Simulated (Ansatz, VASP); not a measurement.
**One calculation of NaF, two programs**

The input INCAR:

```
SYSTEM = NaF
ALGO = Normal
EDIFF = 1E-6
ENCUT = 600
GGA = PE
GGA_COMPAT = .FALSE.
ISIF = 2
ISMEAR = 0
LASPH = .TRUE.
LCHARG = .FALSE.
LREAL = .FALSE.
LWAVE = .FALSE.
NBANDS = 14
NELM = 120
PREC = Accurate
SIGMA = 0.01
```

KPOINTS

```
k-points
0
G
  2 2 2
  0 0 0
```

File POSCAR:

```
NaF
1.0
    0.0000000000      2.2972417931      2.2972417931
    2.2972417931      0.0000000000      2.2972417931
    2.2972417931      2.2972417931      0.0000000000
Na F
1 1
Direct
    0.0000000000      0.0000000000      0.0000000000
    0.5000000000      0.5000000000      0.5000000000
```

Input for Ansatz:

```yaml
crystal:
  lattice:
    - [0.0, 2.2972417931, 2.2972417931]
    - [2.2972417931, 0.0, 2.2972417931]
    - [2.2972417931, 2.2972417931, 0.0]
  atoms:
    - { symbol: Na, position: [0.0, 0.0, 0.0] }
    - { symbol: F, position: [0.5, 0.5, 0.5] }
kpoints:
  mp_grid: { grid: [2, 2, 2] }
hamiltonian:
  xc: pbe
scf:
  occupations: { method: fixed }
  n_extra_bands: 4
output:
  forces: true
  stress: true
  eigenvalues: true
```

Alike in both runs: task single point; functional PBE; k mesh 2 × 2 × 2; no spin polarisation.

```csv
,VASP,Ansatz
version,VASP 6.6.1,Ansatz 0.2.0
potentials or method,"VASP PAW PBE potentials, release 64 (Na_pv, F)",plane waves
plane-wave cutoff (eV),600,420
occupations,"gaussian, width 0.01 eV",fixed
valence electrons in the cell,14,16
```

```tsv
	VASP	Ansatz	Ansatz less VASP
gap on the k mesh at the Fermi level (eV)	6.34	6.36	+0.012
pressure (GPa)	4.7	4.9	+0.20
```

VASP's potentials hold 14 valence electrons a cell and Ansatz's 16, so a difference there can come from the potentials and not from the codes.

The k mesh is coarse, so the values compare programs but aren't converged.
